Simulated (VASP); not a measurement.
A run of VASP 6.6.1:

The input POSCAR:

```
W
1.0
    0.0000000000      2.0567135898      2.0567135898
    2.0567135898      0.0000000000      2.0567135898
    2.0567135898      2.0567135898      0.0000000000
W
1
Direct
    0.0000000000      0.0000000000      0.0000000000
```

Contents of INCAR.step1:

```
PREC     = Accurate       # precision mode
ENCUT    = 520            # plane-wave cutoff, eV
ISMEAR   = -1             # smearing method
SIGMA    = 0.05           # smearing width, eV
LREAL    = F              # projectors in reciprocal space
LASPH    = T              # aspherical terms in the spheres
NELM     = 100            # most SCF steps
NBANDS   = 13             # bands
GGA      = PE             # functional
ALGO     = Normal         # electronic algorithm
EDIFF    = 1E-4           # SCF threshold, eV
LWAVE    = T              # write WAVECAR
LCHARG   = F              # write CHGCAR
```

Contents of INCAR.step2:

```
PREC     = Accurate       # precision mode
ENCUT    = 520            # plane-wave cutoff, eV
EDIFF    = 1E-6           # SCF threshold, eV
ISMEAR   = -1             # smearing method
SIGMA    = 0.05           # smearing width, eV
LREAL    = F              # projectors in reciprocal space
LASPH    = T              # aspherical terms in the spheres
NELM     = 100            # most SCF steps
ALGO     = Normal         # electronic algorithm
ISIF     = 2              # what is computed and relaxed
LWAVE    = F              # write WAVECAR
LCHARG   = T              # write CHGCAR
METAGGA  = R2SCAN         # meta-GGA
LMIXTAU  = T            
LELF     = T              # ELF
LVHAR    = T            
NBANDS   = 13             # bands
ISTART   = 1
```

The input KPOINTS:

```
regular mesh
0
Gamma
  11 11 11
```

Potentials or basis: VASP PAW PBE potentials, release 64 (W_sv).

The run is started by

```sh
$ cat potpaw_PBE.64/W_sv/POTCAR > POTCAR
$ cp INCAR.step1 INCAR
$ mpirun -np 1 vasp_std > vasp.out
$ cp INCAR.step2 INCAR
$ mpirun -np 1 vasp_std > vasp.out
```

Hardware: 1 thread of Intel(R) Xeon(R) Platinum 8259CL CPU @ 2.50GHz (Skylake/Cascade Lake) (shared host).

Estimate the wall time of this run.

It took 68 s on 1 thread of Intel(R) Xeon(R) Platinum 8259CL CPU @ 2.50GHz (Skylake/Cascade Lake), with other jobs on the host, peak memory 0.15 GiB. Counts: k points 56.
